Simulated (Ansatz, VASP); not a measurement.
Two plane-wave programs on H

The input INCAR:

```
SYSTEM = H
  PREC = Accurate
  ENCUT = 520
  EDIFF = 1E-6
  ISMEAR = 0
  SIGMA = 0.05
  LREAL = .FALSE.
  LASPH = .TRUE.
  NELM = 60
  ALGO = Normal
  ISIF = 2
  LWAVE = .FALSE.
  LCHARG = .FALSE.
  GGA = PS
  NBANDS = 6
```

The input KPOINTS:

```
regular mesh
0
G
  10 10 26
  0 0 0
```

The input POSCAR:

```
H
1.0
    2.4376676398      0.0000000000      0.0000000000
    0.0000000000      2.4376676398      0.0000000000
    0.0000000000      0.0000000000      0.9412732032
H
1
Direct
    0.0000000000      0.0000000000      0.5000000000
```

Input for Ansatz:

```yaml
crystal:
  lattice:
    - [2.4376676398, 0.0, 0.0]
    - [0.0, 2.4376676398, 0.0]
    - [0.0, 0.0, 0.9412732032]
  atoms:
    - { symbol: H, position: [0.0, 0.0, 0.5] }
basis:
  ecutwfc: 420
kpoints:
  mp_grid: { grid: [10, 10, 26] }
hamiltonian:
  xc: pbesol
scf:
  occupations: { method: gaussian, width: 0.05 }
output:
  forces: true
  stress: true
  eigenvalues: true
```

Change from the starting cell: strain -0.080 along x and y, -0.040 along z, atoms carried along.

Alike in both runs: task single point; functional PBEsol; k mesh 10 × 10 × 26; occupations gaussian, width 0.05 eV; no spin polarisation.

|  | VASP | Ansatz |
| --- | --- | --- |
| version | VASP 6.6.1 | Ansatz 0.2.0 |
| potentials or method | VASP PAW PBE potentials, release 64 (H), cutoff 520 eV | scalar-relativistic, plane waves, PAW |
| valence electrons in the cell | 1 | 1 |

Ansatz gave:

```
gap on the k mesh at the Fermi level (eV)                     : none
pressure (GPa)                                                : 8.7
traceless stress, the component that is largest in VASP (GPa) : 12.17
```

Task: Which values does VASP return?

Result: gap on the k mesh at the Fermi level (eV): none; pressure (GPa): 8.4; traceless stress, the component that is largest in VASP (GPa): 12.24.

VASP's potentials were made for PBE, not for PBEsol. A gap of «none» marks a metal or a gap that the smearing closes.
